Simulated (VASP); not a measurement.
## Ba: single point with PBEsol

The system is Ba.

```
Ba
1.0
     6.99497    0.00000    0.00000
    -3.49749    6.05782    0.00000
     0.00000    0.00000    4.14920
Ba
3
Direct
  0.00000 0.00000 0.00000
  0.33333 0.66667 0.50000
  0.66667 0.33333 0.50000
```

```json
{
  "Program": "VASP 6.6.1",
  "Task": "single point",
  "Functional": "PBEsol",
  "Potentials or basis": "VASP PAW PBE potentials, release 64 (Ba_sv)",
  "Cutoff": "520 eV",
  "k mesh": "9 × 9 × 10",
  "Occupations": "gaussian, width 0.1 eV",
  "Spin": "no spin polarisation"
}
```

The pressure is 0.1 GPa and the band gap on the k mesh is zero (band 15 reaches 2.36 eV, above the bottom of band 16 at 1.66 eV).

Levels at points of the mesh, in eV from the Fermi level:
```csv
k point,band 12,band 13,band 14,band 15,band 16,band 17,band 18,band 19
"(0.00, 0.00, 0.00)",-13.61,-2.80,-0.40,0.57,0.57,0.63,0.63,0.63
"(0.00, 0.00, 0.50)",-13.71,-0.59,-0.46,-0.46,-0.12,-0.12,0.01,1.62
```

Run time: 2.8 min on 1 thread of AMD EPYC 7R13 Processor (Zen 3), on a shared host, peak memory 0.39 GiB.

Caveat: the PAW data sets were made with another functional, which shifts forces and pressure a little; spin-orbit coupling is left out, which moves the levels of the heavy elements.
